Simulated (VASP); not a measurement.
**InP: relaxation of cell and atoms with BLYP+D4**

Crystal: InP.

```
CELL_PARAMETERS angstrom
0.00000 2.76883 2.76883
2.76883 0.00000 2.76883
2.76883 2.76883 0.00000
ATOMIC_POSITIONS crystal
In 0.00000 0.00000 0.00000
P 0.50000 0.50000 0.50000
```

```json
{"Program": "VASP 6.6.1", "Task": "relaxation of cell and atoms", "Functional": "BLYP", "Dispersion": "D4", "Potentials or basis": "VASP PAW PBE potentials, release 64 (In_d, P)", "Cutoff": "600 eV", "k mesh": "8 × 8 × 8", "Occupations": "fermi-dirac, width 0.05 eV", "Spin": "no spin polarisation", "Dipole correction": "no", "Further INCAR settings": "ALGO = Normal; EDIFF = 1e-06; IBRION = 2; EDIFFG = -0.01; NSW = 60; ISIF = 3"}
```

| Quantity | Value |
| --- | --- |
| Relaxed volume | 21.13 Å³/atom |
| Relaxed cell | a = 3.910 Å, b = 3.910 Å, c = 3.910 Å, α = 60.00°, β = 60.00°, γ = 60.00° |
| Space group after relaxing (to 0.05 Å) | Fm-3m (No. 225) |
| Energy gained by relaxing | 0.1 meV/atom |
| Ionic steps | 3 |
| Pressure after relaxing | 0.0 GPa |
| Band gap on the k mesh | zero (band 9 reaches 7.84 eV, above the bottom of band 10 at 5.25 eV) |
| Dispersion energy per atom | -0.753 eV |

Step by step:
```csv
step,energy change (eV),largest force (eV/Å),pressure (GPa),volume (Å³)
1,0.0000,0.0000,-0.31,42.45
2,-0.0002,0.0000,0.10,42.21
3,-0.0002,0.0000,0.01,42.26
```

Final structure:
```xyz
2
Lattice="0.0000 2.7647 2.7647 2.7647 0.0000 2.7647 2.7647 2.7647 0.0000" Properties=species:S:1:pos:R:3 pbc="T T T"
In    0.0000    0.0000    0.0000
P     2.7647    2.7647    2.7647
```

Levels at points of the mesh, in eV from the Fermi level:
| k point | band 7 | band 8 | band 9 | band 10 | band 11 | band 12 |
| --- | --- | --- | --- | --- | --- | --- |
| (0.00, 0.00, 0.00) | -0.39 | -0.39 | -0.39 | 0.34 | 7.27 | 7.27 |
| (0.50, 0.00, 0.00) | -6.72 | 0.07 | 0.07 | 2.59 | 3.36 | 3.36 |
| (0.50, 0.50, 0.00) | -4.92 | -2.71 | -2.39 | -2.39 | 4.13 | 9.72 |

Wall time 28 s on 1 thread of Intel(R) Xeon(R) 6975P-C (Granite Rapids) (shared host), peak memory 0.19 GiB.

Caveat: the PAW data sets were made with another functional, which shifts forces and pressure a little; spin-orbit coupling is left out, which moves the levels of the heavy elements; pairwise dispersion overbinds metals, which lowers pressure and volume.
